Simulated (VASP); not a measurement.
A run of VASP 6.6.1 is set up as follows.

The input INCAR:

```
  PREC = Accurate
  ENCUT = 520
  EDIFF = 1E-6
  ISMEAR = 0
  SIGMA = 0.15
  LREAL = False
  LASPH = True
  NELM = 80
  ALGO = Fast
  ISIF = 2
  LWAVE = False
  LCHARG = False
  GGA = PE
  NBANDS = 14
```

KPOINTS

```
regular mesh
0
Gamma
  18 18 10
```

File POSCAR:

```
Re
1.0
    2.7748241524      0.0000000000      0.0000000000
   -1.3874120762      2.4030682070     -0.1762650530
    0.0000000000     -0.3289178165      4.4842238099
Re
2
Direct
    0.3333333333      0.6666666667      0.2500000000
    0.6666666667      0.3333333333      0.7500000000
```

Potentials or basis: VASP PAW PBE potentials, release 64 (Re).

Launch:

```console
$ cat potpaw_PBE.64/Re/POTCAR > POTCAR
$ mpirun -np 1 vasp_std > vasp.out
```

(1) Predict the band gap on the k mesh.

(2) Estimate the largest force.

(3) Predict the pressure.

Results:

(1) zero (bands 7 and 8 overlap by 2.88 eV).

(2) 0.262 eV/Å.

(3) 5.3 GPa.

Caveat: the cell differs from its parent crystal (engineering shear strain xz +0.0000, engineering shear strain yz -0.1467); the cell stands under pressure; spin-orbit coupling is left out, which moves the levels of the heavy elements.
